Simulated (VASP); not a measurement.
**MoH3: single point with PBE**

The system is MoH3.

```
H Mo
1.0
     3.31889    0.00000    0.00000
    -1.65944    2.87424    0.00000
     0.00000    0.00000    5.17196
H Mo
6 2
Direct
  0.00000 0.00000 0.25000
  0.00000 0.00000 0.75000
  0.33333 0.66667 0.61404
  0.66667 0.33333 0.11404
  0.66667 0.33333 0.38596
  0.33333 0.66667 0.88596
  0.33333 0.66667 0.25000
  0.66667 0.33333 0.75000
```

```json
{
  "Program": "VASP 6.6.1",
  "Task": "single point",
  "Functional": "PBE",
  "Potentials or basis": "VASP PAW PBE potentials, release 64 (H, Mo_sv)",
  "Cutoff": "500 eV",
  "k mesh": "3 × 3 × 2",
  "Occupations": "gaussian, width 0.15 eV",
  "Spin": "no spin polarisation"
}
```

```yaml
Pressure: -0.3 GPa
Largest_force: 0.035 eV/Å
Band_gap_on_the_k_mesh: zero (band 17 reaches 9.67 eV, above the bottom of band 18 at 8.23 eV)
```

Forces on the atoms (eV/Å):
```
H    0.000  0.000  0.000
H    0.000  0.000  0.000
H    0.000  0.000 -0.035
H    0.000  0.000 -0.035
H    0.000  0.000  0.035
H    0.000  0.000  0.035
Mo   0.000  0.000  0.000
Mo   0.000  0.000  0.000
```

Stress tensor (GPa, compression positive):
```
-0.23  0.00  0.00
 0.00 -0.23  0.00
 0.00  0.00 -0.36
```

Levels at points of the mesh, in eV from the Fermi level:
```tsv
k point	band 13	band 14	band 15	band 16	band 17	band 18	band 19	band 20	band 21	band 22
(0.00, 0.00, 0.00)	-2.37	-2.37	-1.93	-1.93	-1.23	-1.23	-0.99	0.70	0.70	1.11
(0.00, 0.00, 0.50)	-2.47	-2.47	-2.47	-2.47	-1.14	-1.14	0.15	0.15	0.15	0.15
```

It took 4.6 s on 1 thread of Intel(R) Xeon(R) 6975P-C (Granite Rapids), on a shared host, peak memory 0.15 GiB.

Caveat: the k points lie up to 0.73 Å⁻¹ apart.
